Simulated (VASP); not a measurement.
# Al (P6_3/mmc) in VASP: a series of runs

Aim: see how the results for Al move with the level of theory and the settings. Levels: PBEsol, PBE0. Tasks: relaxation of cell and atoms, single point.

Program: VASP 6.6.1. These are calculated values, not measurements. Logs are shortened: lines on timing, memory, paths and dates and some standing lists are left out, and cuts for length are marked.

## (1) The cell of the first run

Symmetry: P6_3/mmc, No. 194, hexagonal system. The conventional cell has a = 2.812 Å, b = 2.812 Å, c = 4.867 Å, α = 90.00°, β = 90.00°, γ = 120.00°. Al (site symmetry -6m2) has 12 Al at 2.81 to 2.93 Å within 3.7 Å.

## (2) Relaxation of cell and atoms, PBEsol, target pressure 5 GPa, at which the enthalpy is minimised

Contents of INCAR:

```
PREC = Accurate
ENCUT = 600
EDIFF = 1E-6
ISMEAR = -1
SIGMA = 0.05
LREAL = False
LASPH = True
NELM = 60
ALGO = Normal
ISIF = 3
LWAVE = False
LCHARG = False
GGA = PS
IBRION = 2
NSW = 60
EDIFFG = -0.01
PSTRESS = 50.0
```

Contents of KPOINTS:

```
Automatic mesh
0
Gamma
  11 11 6
```

Contents of POSCAR:

```
Al
1.0
    2.8124553515      0.0000000000      0.0000000000
   -1.4062276757      2.4356577814      0.0000000000
    0.0000000000      0.0000000000      4.8668500000
Al
2
Direct
    0.3333333333      0.6666666667      0.2500000000
    0.6666666667      0.3333333333      0.7500000000
```

Potentials or basis: VASP PAW PBE potentials, release 64 (Al).

On the command line:

```sh
> cat potpaw_PBE.64/Al/POTCAR > POTCAR
> mpirun -np 1 vasp_std > vasp.out
```

OUTCAR:

```text
PREC = Accurate
   ENCUT = 600
   EDIFF = 1E-6
   ISMEAR = -1
   LREAL = False
   LASPH = True
   NELM = 60
   ISIF = 3
   GGA = PS
   IBRION = 2
   NSW = 60
   EDIFFG = -0.01
   PSTRESS = 50.0

 ion  position               nearest neighbor table
   1  0.333  0.667  0.250-   2 2.93   2 2.93   2 2.93   2 2.93   2 2.93   2 2.93
   2  0.667  0.333  0.750-   1 2.93   1 2.93   1 2.93   1 2.93   1 2.93   1 2.93

  LATTYP: Found a hexagonal cell.
 ALAT       =     2.8124553515
 C/A-ratio  =     1.7304630267

  Lattice vectors:

 A1 = (   2.8124553515,   0.0000000000,   0.0000000000)
 A2 = (  -1.4062276757,   2.4356577814,   0.0000000000)
 A3 = (   0.0000000000,   0.0000000000,   4.8668500000)

Analysis of symmetry for initial positions (statically):
=====================================================================
 Subroutine PRICEL returns:
 Original cell was already a primitive cell.

 Routine SETGRP: Setting up the symmetry group for a
 hexagonal supercell.

 Subroutine GETGRP returns: Found 24 space group operations
 (whereof 12 operations were pure point group operations)
 out of a pool of 24 trial point group operations.

The static configuration has the point symmetry D_3d.
 The point group associated with its full space group is D_6h.

Analysis of symmetry for dynamics (positions and initial velocities):
=====================================================================
 Subroutine PRICEL returns:
 Original cell was already a primitive cell.

 Routine SETGRP: Setting up the symmetry group for a
 hexagonal supercell.

 Subroutine GETGRP returns: Found 24 space group operations
 (whereof 12 operations were pure point group operations)
 out of a pool of 24 trial point group operations.

The dynamic configuration has the point symmetry D_3d.
 The point group associated with its full space group is D_6h.

 Subroutine INISYM returns: Found 24 space group operations
 (whereof 12 operations are pure point group operations),
 and found     1 'primitive' translations

----------------------------------------------------------------------------------------

                                     Primitive cell

  volume of cell :      33.3388

  direct lattice vectors                    reciprocal lattice vectors
     2.812455352  0.000000000  0.000000000     0.355561200  0.205283355  0.000000000
    -1.406227676  2.435657781  0.000000000     0.000000000  0.410566709  0.000000000
     0.000000000  0.000000000  4.866850000     0.000000000  0.000000000  0.205471712

  length of vectors
     2.812455352  2.812455351  4.866850000     0.410566709  0.410566709  0.205471712

  position of ions in fractional coordinates (direct lattice)
     0.333333333  0.666666667  0.250000000
     0.666666667  0.333333333  0.750000000

  ion indices of the primitive-cell ions
   primitive index   ion index
                 1           1
                 2           2

----------------------------------------------------------------------------------------

 KPOINTS: Automatic mesh

Automatic generation of k-mesh.
 Grid dimensions read from file:
 generate k-points for:   11   11    6

 Generating k-lattice:

  Cartesian coordinates                     Fractional coordinates (reciprocal lattice)
     0.032323745  0.018662123  0.000000000     0.090909091  0.000000000  0.000000000
     0.000000000  0.037324246  0.000000000     0.000000000  0.090909091  0.000000000
     0.000000000  0.000000000  0.034245285     0.000000000  0.000000000  0.166666667

  Length of vectors
     0.037324246  0.037324246  0.034245285

  Shift w.r.t. Gamma in fractional coordinates (k-lattice)
     0.000000000  0.000000000  0.000000000

 Subroutine IBZKPT returns following result:
 ===========================================

 Found     64 irreducible k-points:

 Following reciprocal coordinates:
            Coordinates               Weight
  0.000000  0.000000  0.000000      1.000000
  0.090909 -0.000000  0.000000      6.000000
  0.181818 -0.000000  0.000000      6.000000
  0.272727  0.000000  0.000000      6.000000
  0.363636  0.000000  0.000000      6.000000
  0.454545 -0.000000  0.000000      6.000000
[... 16 lines left out ...]
  0.090909  0.090909  0.166667     12.000000
  0.181818  0.090909  0.166667     24.000000
 [... further k-points ...]
   k-points           NKPTS =     64   k-points in BZ     NKDIM =     64   number of bands    NBANDS=      7
   number of dos      NEDOS =    301   number of ions     NIONS =      2
   total plane-waves  NPLWV =  23040
   dimension x,y,z NGX =    24 NGY =   24 NGZ =   40
   dimension x,y,z NGXF=    48 NGYF=   48 NGZF=   80
   ions per type =               2
   NGX,Y,Z   is equivalent  to a cutoff of  14.19, 14.19, 13.66 a.u.
   NGXF,Y,Z  is equivalent  to a cutoff of  28.37, 28.37, 27.33 a.u.
 SYSTEM =  unknown system
   PREC   = accura    normal or accurate (medium, high low for compatibility)
   ISTART =      0    job   : 0-new  1-cont  2-samecut
   ICHARG =      2    charge: 1-file 2-atom 10-const
   ISPIN  =      1    spin polarized calculation?
   LNONCOLLINEAR =      F non collinear calculations
   LSORBIT =      F    spin-orbit coupling
   LASPH  =      T    aspherical Exc in radial PAW
   ENCUT  =  600.0 eV  44.10 Ry    6.64 a.u.   5.62  5.62  9.72*2*pi/ulx,y,z
   NELM   =     60;   NELMIN=  2; NELMDL= -5     # of ELM steps
   EDIFF  = 0.1E-05   stopping-criterion for ELM
   LREAL  =      F    real-space projection
   EDIFFG = -.1E-01   stopping-criterion for IOM
   NSW    =     60    number of steps for IOM
   IBRION =      2    ionic relax: 0-MD 1-quasi-New 2-CG
   NFREE  =      1    steps in history (QN), initial steepest desc. (CG)
   ISIF   =      3    stress and relaxation
   ISYM   =      2    0-nonsym 1-usesym 2-fastsym
   POTIM  = 0.5000    time-step for ionic-motion
   TEBEG  =    0.0;   TEEND  =   0.0 temperature during run
   PSTRESS=   50.0 pullay stress
   NELECT =       6.0000    total number of electrons
   NUPDOWN=      -1.0000    fix difference up-down
   EMIN   =  10.00;   EMAX   =-10.00  energy-range for DOS
[... 5 lines left out ...]
     AMIX     =   0.40;   BMIX     =  1.00
     AMIX_MAG =   1.60;   BMIX_MAG =  1.00
  volume/ion in A,a.u.               =      16.67       112.49
  Fermi-wavevector in a.u.,A,eV,Ry     =   0.924291  1.746656 11.623640  0.854313
  Thomas-Fermi vector in A             =   2.050021
   LORBIT       =      0    0 simple, 1 ext, 2 COOP (PROOUT), +10 PAW based schemes
   GGA     = PS    functional components
   LHFCALC =     F    Hartree Fock is set to
   AEXX    =    0.0000 exact exchange contribution
   IVDW    =     0    specifies the selected vdW correction
   LEPSILON=     F    determine dielectric tensor
   LRPA    =     F    only Hartree local field effects (RPA)
 conjugate gradient relaxation of ions
 non-spin polarized calculation
  energy-cutoff  :      600.00
  volume of cell :       33.34
 maximum number of plane-waves:      1136
 NGX is ok and might be reduce to    24
   NGX = 11   NGY = 11   NGZ = 19

--------------------------------------- Ionic step        1  -------------------------------------------

 number of electron       6.0000000 magnetization

 Free energy of the ion-electron system (eV)
  ---------------------------------------------------
  ext. energy  EPLUGINS =         0.00000000
  ---------------------------------------------------
  free energy    TOTEN  =        -8.12335791 eV

  energy without entropy =       -8.11883010  energy(sigma->0) =       -8.12109400

------------------------ aborting loop because EDIFF is reached ----------------------------------------

  FORCE on cell =-STRESS in cart. coord.  units (eV):
  Direction    XX          YY          ZZ          XY          YZ          ZX
  --------------------------------------------------------------------------------------
  -------------------------------------------------------------------------------------
  Total        0.0540369      0.0540369     -0.9052174      0.0000000     -0.0000000      0.0000000
  in kB        2.5968739      2.5968739    -43.5024415      0.0000000     -0.0000000      0.0000000
  external PRESSURE =     -62.7695646 kB  Pullay stress =      50.0000000 kB
[... 213 lines left out ...]
  enthalpy is  TOTEN    =        -7.1553559015 eV   P V=        0.9671200522

--------------------------------------- Ionic step        7  -------------------------------------------

 number of electron       6.0000000 magnetization

 Free energy of the ion-electron system (eV)
  ---------------------------------------------------
  ext. energy  EPLUGINS =         0.00000000
  ---------------------------------------------------
  free energy    TOTEN  =        -8.11982147 eV

  energy without entropy =       -8.11507970  energy(sigma->0) =       -8.11745059

 E-fermi :   8.6726     XC(G=0): -10.4997

 val. band max:        8.6694840207   @ k =   0.3636   0.0000   0.5000
 cond. band min:       8.7047656279   @ k =   0.3636   0.2727   0.5000
 fundamental gap:      0.0352816072
 Fermi energy:         8.6726424531

 k-point     1 :       0.0000    0.0000    0.0000
  band No.  band energies     occupation
      1      -2.9428      2.00000
      2       3.7253      2.00000
      3       4.0282      2.00000
      4      19.9652      0.00000
      5      19.9652      0.00000
      6      20.1392      0.00000
      7      20.1392      0.00000
[... 221 lines left out ...]
 k-point    24 :       0.1818    0.0909    0.1667
  band No.  band energies     occupation
      1      -1.2878      2.00000
      2       3.2285      2.00000
      3       7.5995      2.00000
      4      12.0046      0.00000
      5      14.0044      0.00000
      6      16.2699      0.00000
      7      18.1759      0.00000

 [... further k-points ...]
[... 5 lines left out ...]
  --------------------------------------------------------------------------------------
  -------------------------------------------------------------------------------------
  Total        0.9659095      0.9659095      0.9635613      0.0000000      0.0000000      0.0000000
  in kB       50.0788944     50.0788944     49.9571515      0.0000000      0.0000000      0.0000000
  external PRESSURE =       0.0383134 kB  Pullay stress =      50.0000000 kB
[... 17 lines left out ...]
  FREE ENERGIE OF THE ION-ELECTRON SYSTEM (eV)
  ---------------------------------------------------
  free  energy   TOTEN  =        -8.1198214716 eV

  energy  without entropy=       -8.1150797041  energy(sigma->0) =       -8.11745059

  enthalpy is  TOTEN    =        -7.1554336747 eV   P V=        0.9643877970

 reached required accuracy - stopping structural energy minimisation
```

Wall time 46 s (1 thread of Intel Xeon Platinum 8488C (Sapphire Rapids), shared host); peak memory 0.16 GiB.

Results:

- Free energy: -8.1198 eV
- Relaxed volume: 15.45 Å³/atom
- Relaxed cell: a = 2.784 Å, b = 2.784 Å, c = 4.602 Å, α = 90.00°, β = 90.00°, γ = 120.00°
- Space group after relaxing (to 0.05 Å): P6_3/mmc (No. 194)
- Energy change on relaxing (the enthalpy is what falls): +1.8 meV/atom
- Ionic steps: 7
- Pressure after relaxing: 5.0 GPa
- Band gap on the k mesh: zero (band 3 reaches 12.70 eV, above the bottom of band 4 at 5.53 eV)

The path:
| step | energy change (eV) | largest force (eV/Å) | pressure (GPa) | volume (Å³) |
| --- | --- | --- | --- | --- |
| 1 | 0.0000 | 0.0000 | -1.28 | 33.34 |
| 2 | 0.0349 | 0.0000 | 7.28 | 30.28 |
| 3 | 0.0202 | 0.0000 | 5.85 | 30.69 |
| 4 | 0.0111 | 0.0000 | 5.76 | 30.68 |
| 5 | 0.0111 | 0.0000 | 5.76 | 30.68 |
| 6 | 0.0009 | 0.0000 | 4.72 | 30.99 |
| 7 | 0.0035 | 0.0000 | 5.00 | 30.90 |

Final structure:
```
CELL_PARAMETERS angstrom
2.78442 0.00000 0.00000
-1.39221 2.41138 0.00000
0.00000 0.00000 4.60248
ATOMIC_POSITIONS crystal
Al 0.33333 0.66667 0.25000
Al 0.66667 0.33333 0.75000
```

Caveat: the cell is relaxed towards a set pressure, so the enthalpy falls and the energy may rise; the PAW data sets were made with another functional, which shifts forces and pressure a little.

## (3) Relaxation of cell and atoms, PBEsol, target pressure 10 GPa, at which the enthalpy is minimised

Contents of INCAR:

```
PREC     = Accurate       # precision mode
ENCUT    = 600            # plane-wave cutoff, eV
EDIFF    = 1E-6           # SCF threshold, eV
ISMEAR   = -1             # smearing method
SIGMA    = 0.05           # smearing width, eV
LREAL    = F              # projectors in reciprocal space
LASPH    = T              # aspherical terms in the spheres
NELM     = 80             # most SCF steps
ALGO     = Fast           # electronic algorithm
ISIF     = 3              # what is computed and relaxed
LWAVE    = F              # write WAVECAR
LCHARG   = F              # write CHGCAR
GGA      = PS             # functional
IBRION   = 2              # ionic algorithm
NSW      = 60             # ionic steps
EDIFFG   = -0.01          # ionic threshold
PSTRESS  = 100.0
```

Contents of KPOINTS:

```
regular mesh
0
Gamma
  11 11 6
```

POSCAR is that of step 2.

Potentials or basis: VASP PAW PBE potentials, release 64 (Al).

On the command line:

```sh
> cat potpaw_PBE.64/Al/POTCAR > POTCAR
> mpirun -np 1 vasp_std > vasp.out
```

Wall time 47 s (1 thread of Intel Xeon Platinum 8488C (Sapphire Rapids), shared host); peak memory 0.16 GiB.

It converged, with:

* Free energy: -8.0570 eV
* Relaxed volume: 14.77 Å³/atom
* Relaxed cell: a = 2.744 Å, b = 2.744 Å, c = 4.532 Å, α = 90.00°, β = 90.00°, γ = 120.00°
* Space group after relaxing (to 0.05 Å): P6_3/mmc (No. 194)
* Energy change on relaxing (the enthalpy is what falls): +33.2 meV/atom
* Ionic steps: 8
* Pressure after relaxing: 10.0 GPa
* Band gap on the k mesh: zero (band 3 reaches 13.29 eV, above the bottom of band 4 at 5.98 eV)

The path:
```
step  energy change (eV)  largest force (eV/Å)  pressure (GPa)  volume (Å³)
   1              0.0000                0.0000           -1.28        33.34
   2              0.2072                0.0000           17.49        27.99
   3              0.0853                0.0000           10.59        29.46
   4              0.0747                0.0000           10.55        29.42
   5              0.0748                0.0000           10.56        29.41
   6              0.0749                0.0000           10.56        29.41
   7              0.0616                0.0000            9.69        29.62
   8              0.0664                0.0000           10.00        29.54
```

Final structure:
```
CELL_PARAMETERS angstrom
2.74365 0.00000 0.00000
-1.37182 2.37607 0.00000
0.00000 0.00000 4.53192
ATOMIC_POSITIONS crystal
Al 0.33333 0.66667 0.25000
Al 0.66667 0.33333 0.75000
```

Levels at points of the mesh, in eV from the Fermi level:
| k point | band 1 | band 2 | band 3 | band 4 | band 5 | band 6 | band 7 |
| --- | --- | --- | --- | --- | --- | --- | --- |
| (0.00, 0.00, 0.00) | -11.95 | -5.14 | -4.71 | 11.66 | 11.66 | 11.71 | 11.71 |
| (0.00, 0.00, 0.50) | -10.16 | -10.16 | 3.41 | 3.41 | 12.59 | 12.59 | 12.59 |

Caveat: the cell is relaxed towards a set pressure, so the enthalpy falls and the energy may rise; the PAW data sets were made with another functional, which shifts forces and pressure a little.

## (4) Relaxation of cell and atoms, PBEsol, target pressure 20 GPa, at which the enthalpy is minimised

Contents of INCAR:

```
SYSTEM = Al
PREC = Accurate
ENCUT = 600
EDIFF = 1E-7
ISMEAR = -1
SIGMA = 0.05
LREAL = .False.
LASPH = .True.
NELM = 60
ALGO = Fast
ISIF = 3
LWAVE = .False.
LCHARG = .False.
GGA = PS
IBRION = 2
NSW = 60
EDIFFG = -0.01
PSTRESS = 200.0
```

Contents of KPOINTS:

```
Automatic mesh
0
Gamma
  11 11 6
  0 0 0
```

POSCAR is that of step 3.

On the command line:

```sh
> cat potpaw_PBE.64/Al/POTCAR > POTCAR
> mpirun -np 1 vasp_std > vasp.out
```

It took 90 s on 1 thread of Intel Xeon Platinum 8488C (Sapphire Rapids), shared host; peak memory 0.16 GiB.

The run converged. Its results:

- Free energy: -7.8676 eV
- Relaxed volume: 13.74 Å³/atom
- Relaxed cell: a = 2.681 Å, b = 2.681 Å, c = 4.414 Å, α = 90.00°, β = 90.00°, γ = 120.00°
- Space group after relaxing (to 0.05 Å): P6_3/mmc (No. 194)
- Energy change on relaxing (the enthalpy is what falls): +127.9 meV/atom
- Ionic steps: 11
- Pressure after relaxing: 20.0 GPa
- Band gap on the k mesh: zero (band 3 reaches 14.28 eV, above the bottom of band 4 at 6.73 eV)

The path:
```csv
step,energy change (eV),largest force (eV/Å),pressure (GPa),volume (Å³)
1,0.0000,0.0000,-1.28,33.34
2,1.0461,0.0000,50.07,23.75
3,0.2654,0.0000,19.89,27.56
4,0.2787,0.0000,20.50,27.45
5,0.2659,0.0000,20.52,27.41
6,0.2663,0.0000,20.51,27.40
7,0.2687,0.0000,20.48,27.39
8,0.2669,0.0000,20.50,27.40
9,0.2667,0.0000,20.50,27.40
10,0.2461,0.0000,19.56,27.56
11,0.2558,0.0000,20.01,27.48
```

Final structure:
```cif
data_structure
_symmetry_space_group_name_H-M 'P 1'
_symmetry_Int_Tables_number 1
_cell_length_a 2.6814
_cell_length_b 2.6814
_cell_length_c 4.4140
_cell_angle_alpha 90.000
_cell_angle_beta 90.000
_cell_angle_gamma 120.000
_cell_volume 27.48
loop_
_atom_site_label
_atom_site_type_symbol
_atom_site_fract_x
_atom_site_fract_y
_atom_site_fract_z
_atom_site_occupancy
Al1 Al 0.33333 0.66667 0.25000 1
Al2 Al 0.66667 0.33333 0.75000 1
```

Levels at points of the mesh, in eV from the Fermi level:
| k point | band 1 | band 2 | band 3 | band 4 | band 5 | band 6 |
| --- | --- | --- | --- | --- | --- | --- |
| (0.00, 0.00, 0.00) | -12.50 | -5.44 | -4.79 | 12.07 | 12.07 | 12.24 |
| (0.00, 0.00, 0.50) | -10.61 | -10.61 | 3.61 | 3.61 | 12.97 | 12.97 |

Caveat: the cell is relaxed towards a set pressure, so the enthalpy falls and the energy may rise; the volume moved by over 15 % at a fixed basis, so the end points are rough; the PAW data sets were made with another functional, which shifts forces and pressure a little.

## (5) Relaxation of cell and atoms, PBEsol, target pressure 30 GPa, at which the enthalpy is minimised

Contents of INCAR:

```
SYSTEM = Al
PREC = Accurate
ENCUT = 600
EDIFF = 1E-7
ISMEAR = -1
SIGMA = 0.05
LREAL = .FALSE.
LASPH = .TRUE.
NELM = 100
ALGO = Normal
ISIF = 3
LWAVE = .FALSE.
LCHARG = .FALSE.
GGA = PS
IBRION = 2
NSW = 60
EDIFFG = -0.01
PSTRESS = 300.0
```

Contents of KPOINTS:

```
Automatic mesh
0
G
  11 11 6
  0 0 0
```

POSCAR is that of step 4.

On the command line:

```sh
> cat potpaw_PBE.64/Al/POTCAR > POTCAR
> mpirun -np 1 vasp_std > vasp.out
```

Wall time 72 s (1 thread of Intel Xeon Platinum 8488C (Sapphire Rapids), shared host); peak memory 0.16 GiB.

It converged, with:

- Free energy: -7.6271 eV
- Relaxed volume: 12.96 Å³/atom
- Relaxed cell: a = 2.635 Å, b = 2.635 Å, c = 4.312 Å, α = 90.00°, β = 90.00°, γ = 120.00°
- Space group after relaxing (to 0.05 Å): P6_3/mmc (No. 194)
- Energy change on relaxing (the enthalpy is what falls): +248.1 meV/atom
- Ionic steps: 12
- Pressure after relaxing: 30.0 GPa
- Band gap on the k mesh: zero (band 3 reaches 15.19 eV, above the bottom of band 4 at 7.35 eV)

Stress tensor (GPa, compression positive):
```
29.98  0.00  0.00
 0.00 29.98  0.00
 0.00  0.00 30.06
```

Step by step:
| step | energy change (eV) | largest force (eV/Å) | pressure (GPa) | volume (Å³) |
| --- | --- | --- | --- | --- |
| 1 | 0.0000 | 0.0000 | -1.28 | 33.34 |
| 2 | 2.8493 | 0.0000 | 109.90 | 19.97 |
| 3 | 0.4527 | 0.0000 | 27.79 | 26.31 |
| 4 | 0.5015 | 0.0000 | 29.75 | 26.03 |
| 5 | 0.5265 | 0.0000 | 30.75 | 25.90 |
| 6 | 0.5131 | 0.0000 | 30.74 | 25.85 |
| 7 | 0.5141 | 0.0000 | 30.74 | 25.84 |
| 8 | 0.5213 | 0.0000 | 30.89 | 25.81 |
| 9 | 0.5151 | 0.0000 | 30.75 | 25.83 |
| 10 | 0.5154 | 0.0000 | 30.76 | 25.83 |
| 11 | 0.4742 | 0.0000 | 29.13 | 26.05 |
| 12 | 0.4963 | 0.0000 | 30.01 | 25.93 |

Final structure:
```yaml
crystal:
  lattice:
    - [2.63505, 0.00000, 0.00000]
    - [-1.31752, 2.28202, 0.00000]
    - [0.00000, 0.00000, 4.31202]
  atoms:
    - { symbol: Al, position: [0.33333, 0.66667, 0.25000] }
    - { symbol: Al, position: [0.66667, 0.33333, 0.75000] }
```

Levels at points of the mesh, in eV from the Fermi level:
```
           k point  band 1  band 2  band 3  band 4  band 5  band 6
(0.00, 0.00, 0.00)  -12.95   -5.65   -4.81   12.32   12.32   12.66
(0.00, 0.00, 0.50)  -10.98  -10.98    3.85    3.85   13.23   13.23
```

Caveat: the cell is relaxed towards a set pressure, so the enthalpy falls and the energy may rise; the volume moved by over 15 % at a fixed basis, so the end points are rough; the PAW data sets were made with another functional, which shifts forces and pressure a little.

(Part 1 of 2 ends here.)
